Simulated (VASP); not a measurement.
Here is a VASP 6.6.1 calculation.

File POSCAR:

```
GaSb
1.0
    0.0000000000      3.0968099586      3.0661484739
    3.0968099586      0.0000000000      3.0661484739
    3.0968099586      3.0968099586      0.0000000000
Ga Sb
1 1
Direct
    0.0000000000      0.0000000000      0.0000000000
    0.7500000000      0.7500000000      0.7500000000
```

The input INCAR.step1:

```
SYSTEM = GaSb
PREC = Accurate ; ENCUT = 520
ISMEAR = 0 ; SIGMA = 0.05
LREAL = .FALSE. ; LASPH = .TRUE.
NELM = 80 ; NBANDS = 16
GGA = PE ; ALGO = Normal
EDIFF = 1E-4 ; LWAVE = .TRUE.
LCHARG = .FALSE.
```

INCAR.step2

```
SYSTEM = GaSb
PREC = Accurate ; ENCUT = 520
EDIFF = 1E-6 ; ISMEAR = 0
SIGMA = 0.05 ; LREAL = .FALSE.
LASPH = .TRUE. ; NELM = 80
ALGO = Normal ; ISIF = 2
LWAVE = .FALSE. ; LCHARG = .FALSE.
METAGGA = R2SCAN ; LMIXTAU = .TRUE.
NBANDS = 16 ; ISTART = 1
```

KPOINTS

```
Automatic mesh
0
G
  10 10 10
  0 0 0
```

Potentials or basis: VASP PAW PBE potentials, release 64 (Ga_d, Sb).

The run is started by

```console
$ cat potpaw_PBE.64/Ga_d/POTCAR potpaw_PBE.64/Sb/POTCAR > POTCAR
$ cp INCAR.step1 INCAR
$ mpirun -np 1 vasp_std > vasp.out
$ cp INCAR.step2 INCAR
$ mpirun -np 1 vasp_std > vasp.out
```

(1) What does it give for the pressure?

(2) What does it give for the band gap on the k mesh?

Answers

(1) -0.9 GPa.

(2) 0.21 eV, direct.

Caveat: the cell differs from its parent crystal (strain +0.0100 x Voigt [1, 1, 0, 0, 0, 0]); the PAW data sets were made with another functional, which shifts forces and pressure a little; spin-orbit coupling is left out, which moves the levels of the heavy elements.
